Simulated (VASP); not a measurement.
Write the native input for VASP 6.6.1 that does the following.

- Task: single point
- Functional: PBE
- Dispersion: D3(BJ)
- Potentials or basis: VASP PAW PBE potentials, release 64 (Se, W_sv, Zn)
- Cutoff: 520 eV
- k mesh: 9 × 9 × 1
- Occupations: gaussian, width 0.05 eV
- Spin: no spin polarisation
- Dipole correction: yes
- Further INCAR settings: ALGO = Normal; EDIFF = 1e-07; NBANDS = 70

The structure of ZnW4Se8 lies in POSCAR:

```
ZnW4Se8
1.0
    3.2790275570      0.0000000000      0.0000000000
   -1.6395137785      2.8397211641      0.0000000000
    0.0000000000      0.0000000000     41.5516615569
Se W Zn
8 4 1
Direct
    0.3333333333      0.6666666667      0.2045646235
    0.3333333333      0.6666666667      0.2856382703
    0.6666666667      0.3333333333      0.3584527080
    0.6666666667      0.3333333333      0.4395263549
    0.3333333333      0.6666666667      0.5121755639
    0.3333333333      0.6666666667      0.5932404624
    0.6666666667      0.3333333333      0.6660970954
    0.6666666667      0.3333333333      0.7471924878
    0.6666666667      0.3333333333      0.2451014469
    0.3333333333      0.6666666667      0.3989895314
    0.6666666667      0.3333333333      0.5527163756
    0.3333333333      0.6666666667      0.7066594468
    0.6666666667      0.3333333333      0.8316697039
```

These files were run (other wordings do the same):

INCAR

```
SYSTEM = ZnW4Se8
PREC = Accurate
ENCUT = 520
EDIFF = 1E-7
ISMEAR = 0
SIGMA = 0.05
LREAL = .False.
LASPH = .True.
NELM = 80
ALGO = Normal
ISIF = 2
LWAVE = .False.
LCHARG = .True.
LDIPOL = .True.
IDIPOL = 3
DIPOL = 0.5 0.5 0.503
GGA = PE
IVDW = 12
LELF = .True.
LVHAR = .True.
LVACPOTAV = .True.
NBANDS = 70
```

KPOINTS

```
Automatic mesh
0
Gamma
  9 9 1
  0 0 0
```

Potentials or basis: VASP PAW PBE potentials, release 64 (Se, W_sv, Zn).

Launch:

```bash
$ cat potpaw_PBE.64/Se/POTCAR potpaw_PBE.64/W_sv/POTCAR potpaw_PBE.64/Zn/POTCAR > POTCAR
$ mpirun -np 1 vasp_std > vasp.out
```

Results of the run:

| Property | Result |
| --- | --- |
| Largest force | 0.080 eV/Å |
| Band gap on the k mesh | 0.09 eV (least direct gap 0.29 eV) |
| Dispersion energy per atom | -0.434 eV |

Caveat: spin-orbit coupling is left out, which moves the levels of the heavy elements.

Run time: 8.6 min on 1 thread of Intel(R) Xeon(R) 6975P-C (Granite Rapids), with other jobs on the host, peak memory 0.59 GiB.
